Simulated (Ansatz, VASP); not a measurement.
# Be3TeSe2 in VASP and in Ansatz

```
Be Te Se
1.0
     4.80381    0.00000    0.00000
     0.00000    4.80381    0.00000
     0.00000    0.00000    4.65660
Be Te Se
3 1 2
Direct
  0.50000 0.50000 0.86412
  0.00000 0.00000 0.61783
  0.00000 0.00000 0.12047
  0.50000 0.50000 0.36476
  0.50000 0.00000 0.87116
  0.00000 0.50000 0.87116
```

Alike in both runs: functional PBE; k mesh 3 × 3 × 2; occupations gaussian, width 0.15 eV; no spin polarisation.

Ansatz relaxed the structure, and its values are those at the end. VASP's run is a single point on that final structure, the one shown.

|  | VASP | Ansatz |
| --- | --- | --- |
| version | VASP 6.6.1 | Ansatz 0.2.0 |
| potentials or method | VASP PAW PBE potentials, release 64 (Be, Te, Se), cutoff 600 eV | scalar-relativistic, plane waves, PAW |
| valence electrons in the cell | 24 | 54 |

Ansatz gave:

| Item | Value |
| --- | --- |
| gap on the k mesh at the Fermi level (eV) | none |
| pressure (GPa) | 0.0 |
| rms of the force components (eV/Å) | 0.020 |

Problem. Estimate VASP's values.

Solution. gap on the k mesh at the Fermi level (eV): none; pressure (GPa): 0.1; rms of the force components (eV/Å): 0.020.

A gap of «none» marks a metal or a gap that the smearing closes. VASP's potentials hold 24 valence electrons a cell and Ansatz's 54, so a difference there can come from the potentials and not from the codes.

The k mesh is coarse, so the values compare programs but aren't converged. Neither program's run includes spin-orbit coupling.
